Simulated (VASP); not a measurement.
Input of a VASP 6.6.1 run:

INCAR

```
PREC = Accurate
ENCUT = 520
EDIFF = 1E-6
ISMEAR = 0
SIGMA = 0.02
LREAL = F
LASPH = T
NELM = 80
ALGO = Normal
ISIF = 2
LWAVE = F
LCHARG = F
GGA = PE
NBANDS = 16
```

File KPOINTS:

```
Automatic mesh
0
Gamma
  12 12 4
```

POSCAR

```
BN
1.0
    2.6629120315      0.0000000000      0.0000000000
   -1.3314560157      2.3061494673      0.0000000000
    0.0000000000      0.0000000000      8.3804301396
B N
2 2
Direct
    0.3333333333      0.6666666667      0.2500000000
    0.6666666667      0.3333333333      0.7500000000
    0.3333333333      0.6666666667      0.7500000000
    0.6666666667      0.3333333333      0.2500000000
```

Potentials or basis: VASP PAW PBE potentials, release 64 (B, N).

Run with:

```bash
$ cat potpaw_PBE.64/B/POTCAR potpaw_PBE.64/N/POTCAR > POTCAR
$ mpirun -np 1 vasp_std > vasp.out
```

Q: What does it give for the pressure?

A: -25.3 GPa.

Q: Estimate the band gap on the k mesh.

A: 4.20 eV, direct.

Stress tensor (GPa, compression positive):
```
-37.97   0.00   0.00
  0.00 -37.97   0.00
  0.00   0.00  -0.07
```

Caveat: the cell differs from its parent crystal (biaxial strain in the a-b plane: +6.0 %, then relaxed in part); this functional lacks dispersion, which binds the layers, so the pressure and a relaxed spacing across them are unreliable. A k mesh can miss the band edges.
